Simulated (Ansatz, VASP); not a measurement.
**TaSi2: VASP beside Ansatz**

The input INCAR:

```
PREC = Accurate
ENCUT = 520
EDIFF = 1E-6
ISMEAR = 0
SIGMA = 0.15
LREAL = False
LASPH = True
NELM = 60
ALGO = Normal
ISIF = 2
LWAVE = False
LCHARG = False
GGA = PS
NBANDS = 38
```

File KPOINTS:

```
regular mesh
0
Gamma
  12 12 6
```

Contents of POSCAR:

```
TaSi2
1.0
    4.7609902391      0.0000000000      0.0000000000
   -2.3804951195      4.1231384942      0.0000000000
    0.0000000000      0.0000000000      6.5561430408
Ta Si
3 6
Direct
    0.4991768068      0.0000000000      0.0000788776
    0.5008231932      0.5008231932      0.6667455443
    0.0000000000      0.4991768068      0.3334122110
    0.1592827538      0.3185655077      0.0051784530
    0.8415643472      0.1601298549      0.6609800157
    0.6814344923      0.8407172462      0.3385117863
    0.8398701451      0.6814344923     -0.0056866510
    0.1592827538      0.8407172462      0.6718451196
    0.3185655077      0.1584356528      0.3276466824
```

Input for Ansatz:

```yaml
crystal:
  lattice:
    - [4.7609902391, 0.0, 0.0]
    - [-2.3804951195, 4.1231384942, 0.0]
    - [0.0, 0.0, 6.5561430408]
  atoms:
    - { symbol: Ta, position: [0.4991768068, 0.0, 7.88776e-05] }
    - { symbol: Ta, position: [0.5008231932, 0.5008231932, 0.6667455443] }
    - { symbol: Ta, position: [0.0, 0.4991768068, 0.333412211] }
    - { symbol: Si, position: [0.1592827538, 0.3185655077, 0.005178453] }
    - { symbol: Si, position: [0.8415643472, 0.1601298549, 0.6609800157] }
    - { symbol: Si, position: [0.6814344923, 0.8407172462, 0.3385117863] }
    - { symbol: Si, position: [0.8398701451, 0.6814344923, -0.005686651] }
    - { symbol: Si, position: [0.1592827538, 0.8407172462, 0.6718451196] }
    - { symbol: Si, position: [0.3185655077, 0.1584356528, 0.3276466824] }
basis:
  ecutwfc: 420
kpoints:
  mp_grid: { grid: [12, 12, 6] }
hamiltonian:
  xc: pbesol
scf:
  occupations: { method: gaussian, width: 0.15 }
output:
  forces: true
  stress: true
  eigenvalues: true
```

Change from the starting cell: mode 24 (375.6 1/cm) frozen in, largest displacement +0.037 Å.

Alike in both runs: task single point; functional PBEsol; k mesh 12 × 12 × 6; occupations gaussian, width 0.15 eV; no spin polarisation.

|  | VASP | Ansatz |
| --- | --- | --- |
| version | VASP 6.6.1 | Ansatz 0.2.0 |
| potentials or method | VASP PAW PBE potentials, release 64 (Ta_pv, Si), cutoff 520 eV | scalar-relativistic, plane waves, PAW |
| valence electrons in the cell | 57 | 63 |

|  | VASP | Ansatz | Ansatz less VASP |
| --- | --- | --- | --- |
| gap on the k mesh at the Fermi level (eV) | none | none | - |
| pressure (GPa) | 0.5 | 0.2 | -0.32 |
| traceless stress, the component that is largest in VASP (GPa) | 0.42 | 0.35 | -0.062 |
| rms of the force components (eV/Å) | 0.279 | 0.277 | -0.0017 |

VASP's potentials were made for PBE, not for PBEsol. Atom by atom the forces differ by 0.002 eV/Å (rms over components). A gap of «none» marks a metal or a gap that the smearing closes. The functional is the same, so the differences come from potentials, cutoffs and numerics. VASP's potentials hold 57 valence electrons a cell and Ansatz's 63, so a difference there can come from the potentials and not from the codes.

Spin-orbit coupling is off throughout.
